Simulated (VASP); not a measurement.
# LiCl in VASP: a series of runs

Aim: see how the results for LiCl move with the level of theory and the settings. Levels: r2SCAN, PBE. Tasks: single point.

Everything below comes from runs of VASP 6.6.1. Logs are shortened: lines on timing, memory, paths and dates and some standing lists are left out, and cuts for length are marked.

## (1) The cell of the first run

Symmetry: Fm-3m, No. 225, cubic system. The conventional cell has a = 5.368 Å, b = 5.368 Å, c = 5.368 Å, α = 90.00°, β = 90.00°, γ = 90.00°. Li (site symmetry m-3m) has 6 Cl at 2.68 Å within 3.5 Å. Cl (site symmetry m-3m) has 6 Li at 2.68 Å within 3.5 Å.

## (2) Single point, r2SCAN (strain +5.0%)

Input file POSCAR:

```
LiCl
1.0
    0.0000000000      2.6838388383      2.6838388383
    2.6838388383      0.0000000000      2.6838388383
    2.6838388383      2.6838388383      0.0000000000
Li Cl
1 1
Direct
    0.0000000000      0.0000000000      0.0000000000
    0.5000000000      0.5000000000      0.5000000000
```

Input file INCAR.step1:

```
SYSTEM = LiCl
ALGO = Normal
EDIFF = 1E-4
ENCUT = 520
GGA = PE
ISMEAR = 0
LASPH = .TRUE.
LCHARG = .FALSE.
LREAL = .FALSE.
LWAVE = .TRUE.
NBANDS = 12
NELM = 80
PREC = Accurate
SIGMA = 0.01
```

Input file INCAR.step2:

```
SYSTEM = LiCl
ALGO = Normal
EDIFF = 1E-6
ENCUT = 520
ISIF = 2
ISMEAR = 0
ISTART = 1
LASPH = .TRUE.
LCHARG = .TRUE.
LELF = .TRUE.
LMIXTAU = .TRUE.
LREAL = .FALSE.
LVHAR = .TRUE.
LWAVE = .FALSE.
METAGGA = R2SCAN
NBANDS = 12
NELM = 80
PREC = Accurate
SIGMA = 0.01
```

Input file KPOINTS:

```
k-points
0
G
  8 8 8
  0 0 0
```

Potentials or basis: VASP PAW PBE potentials, release 64 (Li_sv, Cl).

Run with:

```
$ cat potpaw_PBE.64/Li_sv/POTCAR potpaw_PBE.64/Cl/POTCAR > POTCAR
$ cp INCAR.step1 INCAR
$ mpirun -np 1 vasp_std > vasp.out
$ cp INCAR.step2 INCAR
$ mpirun -np 1 vasp_std > vasp.out
```

OUTCAR:

```text
SYSTEM = LiCl
   EDIFF = 1E-6
   ENCUT = 520
   ISIF = 2
   ISMEAR = 0
   ISTART = 1
   LASPH = .TRUE.
   LREAL = .FALSE.
   METAGGA = R2SCAN
   NELM = 80
   PREC = Accurate

 ion  position               nearest neighbor table
   1  0.000  0.000  0.000-
   2  0.500  0.500  0.500-

  LATTYP: Found a face centered cubic cell.
 ALAT       =     5.3676776766

  Lattice vectors:

 A1 = (   0.0000000000,   2.6838388383,   2.6838388383)
 A2 = (   2.6838388383,   0.0000000000,   2.6838388383)
 A3 = (   2.6838388383,   2.6838388383,   0.0000000000)

Analysis of symmetry for initial positions (statically):
=====================================================================
 Subroutine PRICEL returns:
 Original cell was already a primitive cell.

 Routine SETGRP: Setting up the symmetry group for a
 face centered cubic supercell.

 Subroutine GETGRP returns: Found 48 space group operations
 (whereof 48 operations were pure point group operations)
 out of a pool of 48 trial point group operations.

The static configuration has the point symmetry O_h .

Analysis of symmetry for dynamics (positions and initial velocities):
=====================================================================
 Subroutine PRICEL returns:
 Original cell was already a primitive cell.

 Routine SETGRP: Setting up the symmetry group for a
 face centered cubic supercell.

 Subroutine GETGRP returns: Found 48 space group operations
 (whereof 48 operations were pure point group operations)
 out of a pool of 48 trial point group operations.

The dynamic configuration has the point symmetry O_h .

 Subroutine INISYM returns: Found 48 space group operations
 (whereof 48 operations are pure point group operations),
 and found     1 'primitive' translations

----------------------------------------------------------------------------------------

                                     Primitive cell

  volume of cell :      38.6633

  direct lattice vectors                    reciprocal lattice vectors
     0.000000000  2.683838838  2.683838838    -0.186300307  0.186300307  0.186300307
     2.683838838  0.000000000  2.683838838     0.186300307 -0.186300307  0.186300307
     2.683838838  2.683838838  0.000000000     0.186300307  0.186300307 -0.186300307

  length of vectors
     3.795521284  3.795521284  3.795521284     0.322681598  0.322681598  0.322681598

[... 87 lines left out ...]
   ISYM   =      2    0-nonsym 1-usesym 2-fastsym
   POTIM  = 0.5000    time-step for ionic-motion
   TEBEG  =    0.0;   TEEND  =   0.0 temperature during run
   PSTRESS=    0.0 pullay stress
   NELECT =      10.0000    total number of electrons
   NUPDOWN=      -1.0000    fix difference up-down
   EMIN   =  10.00;   EMAX   =-10.00  energy-range for DOS
   EFERMI =   0.00;   METHOD = LEGACY
   ISMEAR =     0;   SIGMA  =   0.01  broadening in eV -4-tet -1-fermi 0-gaus
   EFERMI_NEDOS =   21; number of points for ismear=-14 and -15
   IALGO  =     38    algorithm
   IMIX   =      4    mixing-type and parameters
     AMIX     =   0.40;   BMIX     =  1.00
     AMIX_MAG =   1.60;   BMIX_MAG =  1.00
  volume/ion in A,a.u.               =      19.33       130.46
  Fermi-wavevector in a.u.,A,eV,Ry     =   1.043058  1.971094 14.802726  1.087970
  Thomas-Fermi vector in A             =   2.177750
   LORBIT       =      0    0 simple, 1 ext, 2 COOP (PROOUT), +10 PAW based schemes
   METAGGA = R2SCAN    functional components
   LHFCALC =     F    Hartree Fock is set to
   AEXX    =    0.0000 exact exchange contribution
   IVDW    =     0    specifies the selected vdW correction
   LEPSILON=     F    determine dielectric tensor
   LRPA    =     F    only Hartree local field effects (RPA)
 non-spin polarized calculation
 Gauss-broadening in eV      SIGMA  =   0.01
  energy-cutoff  :      520.00
  volume of cell :       38.66
 maximum number of plane-waves:      1056
   NGX = 15   NGY = 15   NGZ = 15

 number of electron       9.9999988 magnetization

 Free energy of the ion-electron system (eV)
  ---------------------------------------------------
  ext. energy  EPLUGINS =         0.00000000
  ---------------------------------------------------
  free energy    TOTEN  =       -12.50536676 eV

  energy without entropy =      -12.50536676  energy(sigma->0) =      -12.50536676

 E-fermi :  -0.6657     XC(G=0):  -8.5460

 val. band max:       -0.7457478344   @ k =   0.0000   0.0000   0.0000
 cond. band min:       5.8185370107   @ k =   0.0000   0.0000   0.0000
 fundamental gap:      6.5642848451
 Fermi energy:        -0.6656820519

 k-point     1 :       0.0000    0.0000    0.0000
  band No.  band energies     occupation
      1     -45.8354      2.00000
      2     -14.2932      2.00000
      3      -0.7458      2.00000
      4      -0.7457      2.00000
      5      -0.7457      2.00000
      6       5.8185      0.00000
      7      11.7749      0.00000
      8      11.7749      0.00000
      9      11.7749      0.00000
     10      14.2701      0.00000
     11      14.2708      0.00000
     12      14.2708      0.00000
[... 331 lines left out ...]
 k-point    24 :      -0.3750    0.2500    0.1250
  band No.  band energies     occupation
      1     -45.8340      2.00000
      2     -13.7938      2.00000
      3      -2.8249      2.00000
      4      -1.7864      2.00000
      5      -1.2137      2.00000
      6       7.9508      0.00000
      7       9.2121      0.00000
      8      10.3651      0.00000
      9      11.1299      0.00000
     10      15.0769      0.00000
     11      15.6670      0.00000
     12      17.5798      0.00000

 [... further k-points ...]

------------------------ aborting loop because EDIFF is reached ----------------------------------------

  FORCE on cell =-STRESS in cart. coord.  units (eV):
  Direction    XX          YY          ZZ          XY          YZ          ZX
  --------------------------------------------------------------------------------------
  -------------------------------------------------------------------------------------
  Total       -0.9960477     -0.9960477     -0.9960477      0.0000000      0.0000000      0.0000000
  in kB      -41.2754119    -41.2754119    -41.2754119      0.0000000      0.0000000      0.0000000
  external PRESSURE =     -41.2754119 kB  Pullay stress =       0.0000000 kB

 VOLUME and BASIS-vectors are now :
 -----------------------------------------------------------------------------
  energy-cutoff  :      520.00
  volume of cell :       38.66
      direct lattice vectors                 reciprocal lattice vectors
     0.000000000  2.683838838  2.683838838    -0.186300307  0.186300307  0.186300307
     2.683838838  0.000000000  2.683838838     0.186300307 -0.186300307  0.186300307
     2.683838838  2.683838838  0.000000000     0.186300307  0.186300307 -0.186300307

 POSITION                                       TOTAL-FORCE (eV/Angst)
 -----------------------------------------------------------------------------------
      0.00000      0.00000      0.00000        -0.000000     -0.000000     -0.000000
      2.68384      2.68384      2.68384         0.000000      0.000000      0.000000
 -----------------------------------------------------------------------------------
    total drift:                                0.000000      0.000000      0.000000

  FREE ENERGIE OF THE ION-ELECTRON SYSTEM (eV)
  ---------------------------------------------------
  free  energy   TOTEN  =       -12.5053667587 eV

  energy  without entropy=      -12.5053667587  energy(sigma->0) =      -12.50536676
```

OSZICAR.step1:

```text
N       E                     dE             d eps       ncg     rms          rms(c)
DAV:   1     0.423115296028E+02    0.42312E+02   -0.39755E+03   696   0.753E+02
DAV:   2    -0.466165891388E+01   -0.46973E+02   -0.45509E+02   840   0.142E+02
DAV:   3    -0.732990704847E+01   -0.26682E+01   -0.26597E+01   928   0.354E+01
DAV:   4    -0.742004660917E+01   -0.90140E-01   -0.90113E-01   988   0.609E+00
DAV:   5    -0.742091044793E+01   -0.86384E-03   -0.86382E-03   912   0.626E-01    0.229E+00
DAV:   6    -0.733175090346E+01    0.89160E-01   -0.21107E-01   872   0.200E+00    0.162E+00
DAV:   7    -0.733313446337E+01   -0.13836E-02   -0.56762E-02  1060   0.119E+00    0.923E-01
DAV:   8    -0.733844152962E+01   -0.53071E-02   -0.83231E-03   796   0.625E-01    0.169E-01
DAV:   9    -0.733840840934E+01    0.33120E-04   -0.28703E-04   912   0.117E-01
   1 F= -.73384084E+01 E0= -.73384084E+01  d E =-.151653-145
```

Wall time 44 s (1 thread of AMD EPYC 9R45 (Zen 5), shared host); peak memory 0.13 GiB.

Results:

```yaml
Free_energy: -12.5054 eV
Band_gap_on_the_k_mesh: 6.56 eV, direct
```

Caveat: the cell differs from its parent crystal (strain +5.0%); the cutoff is under 1.25 times the usual one of these potentials, so pressure, stress and relaxed cells hold a basis-set (Pulay) error; the PAW data sets were made with another functional, which shifts forces and pressure a little. A k mesh can miss the band edges.

## (3) Single point, PBE (strain along [111] -4.0%)

Input file INCAR:

```
SYSTEM = LiCl
ALGO = Normal
EDIFF = 1E-6
ENCUT = 520
GGA = PE
ISIF = 2
ISMEAR = -1
LASPH = .TRUE.
LCHARG = .FALSE.
LREAL = .FALSE.
LWAVE = .FALSE.
NBANDS = 12
NELM = 80
PREC = Accurate
SIGMA = 0.02
```

KPOINTS is that of step 2.

Input file POSCAR:

```
LiCl
1.0
   -0.0681609864      2.4878760025      2.4878760025
    2.4878760025     -0.0681609864      2.4878760025
    2.4878760025      2.4878760025     -0.0681609864
Li Cl
1 1
Direct
    0.0000000000      0.0000000000      0.0000000000
    0.5000000000      0.5000000000      0.5000000000
```

Potentials or basis: VASP PAW PBE potentials, release 64 (Li_sv, Cl).

Run with:

```
$ cat potpaw_PBE.64/Li_sv/POTCAR potpaw_PBE.64/Cl/POTCAR > POTCAR
$ mpirun -np 1 vasp_std > vasp.out
```

Run time: 17 s. Hardware: 1 thread of AMD EPYC 9R45 (Zen 5), shared host; peak memory 0.13 GiB.

Results (log left out):

| Item | Value |
| --- | --- |
| Free energy | -7.3663 eV |
| Band gap on the k mesh | 6.44 eV, indirect (least direct gap 6.46 eV) |

Levels at points of the mesh, in eV from the valence-band top:
```tsv
k point	band 1	band 2	band 3	band 4	band 5	band 6	band 7	band 8	band 9	band 10
(0.00, 0.00, 0.00)	-43.61	-13.75	-0.25	-0.25	0.00	6.46	11.58	11.58	12.30	14.61
(0.50, 0.00, 0.00)	-43.61	-13.13	-3.21	-0.46	-0.33	6.70	9.28	9.66	13.21	16.77
(0.50, 0.50, 0.00)	-43.61	-12.83	-3.30	-1.50	-1.23	7.76	8.13	12.65	14.27	14.46
(0.50, 0.50, 0.50)	-43.61	-13.03	-3.15	-0.58	-0.58	6.44	9.06	9.06	13.69	16.86
```

Caveat: the cell differs from its parent crystal (strain along [111] -4.0%); the cutoff is under 1.25 times the usual one of these potentials, so pressure, stress and relaxed cells hold a basis-set (Pulay) error. A k mesh can miss the band edges.
